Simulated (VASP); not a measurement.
A run of VASP 6.6.1 is set up as follows.

Contents of INCAR:

```
PREC = Accurate
ENCUT = 500
EDIFF = 1E-6
ISMEAR = 0
SIGMA = 0.1
LREAL = F
LASPH = T
NELM = 200
ALGO = Normal
ISIF = 2
LWAVE = F
LCHARG = T
ISPIN = 2
MAGMOM = 0 0 1 1
LORBIT = 11
LMAXMIX = 6
GGA = PE
LELF = T
LVHAR = T
NBANDS = 37
GGA_COMPAT = F
```

Contents of KPOINTS:

```
regular mesh
0
Gamma
  4 4 6
```

File POSCAR:

```
NdMo
1.0
    3.4186389744     -4.2266272878      0.0000000000
    3.4186389744      4.2266272878      0.0000000000
    0.0000000000      0.0000000000      3.4731244520
Nd Mo
2 2
Direct
    0.7030914149      0.2969085851      0.0000000000
    0.2969085851      0.7030914149      0.0000000000
    0.8413425115      0.8413425115      0.5000000000
    0.1586574885      0.1586574885      0.5000000000
```

Potentials or basis: VASP PAW PBE potentials, release 64 (Nd_3, Mo_sv), 4f in core.

Command:

```console
$ cat potpaw_PBE.64/Nd_3/POTCAR potpaw_PBE.64/Mo_sv/POTCAR > POTCAR
$ mpirun -np 1 vasp_std > vasp.out
```

(1) What does it give for the largest force?

(2) Predict the pressure.

Results:

(1) 0.240 eV/Å.

(2) 0.4 GPa.

Caveat: the magnetic or orbital state may not be the lowest; the moments typed at the start vanished in this run.
